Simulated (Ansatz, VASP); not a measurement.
# Cs2Ir3 in VASP and in Ansatz

```
CELL_PARAMETERS angstrom
4.78997 0.00000 0.00000
-2.39498 4.14823 0.00000
0.00000 0.00000 8.81912
ATOMIC_POSITIONS crystal
Cs 0.00000 0.00000 0.26633
Cs 0.00000 0.00000 0.73367
Ir 0.33333 0.66667 0.00000
Ir 0.66667 0.33333 0.00000
Ir 0.00000 0.00000 0.00000
```

Alike in both runs: task single point; functional PBE; k mesh 6 × 6 × 2; occupations gaussian, width 0.1 eV; no spin polarisation.

```csv
,VASP,Ansatz
version,VASP 6.6.1,Ansatz 0.2.0
potentials or method,"VASP PAW PBE potentials, release 64 (Cs_sv, Ir), cutoff 520 eV","scalar-relativistic, plane waves, PAW"
valence electrons in the cell,45,69
```

```csv
,VASP,Ansatz,Ansatz less VASP
gap on the k mesh at the Fermi level (eV),none,none,-
pressure (GPa),3.8,2.6,-1.21
"traceless stress, the component that is largest in VASP (GPa)",21.54,19.24,-2.297
rms of the force components (eV/Å),2.228,1.916,-0.3120
```

Atom by atom the forces differ by 0.312 eV/Å (rms over components). A gap of «none» marks a metal or a gap that the smearing closes. With one functional, cell and mesh, what is left measures potentials, basis and numerics. VASP's potentials hold 45 valence electrons a cell and Ansatz's 69, so a difference there can come from the potentials and not from the codes.

Neither program's run includes spin-orbit coupling.
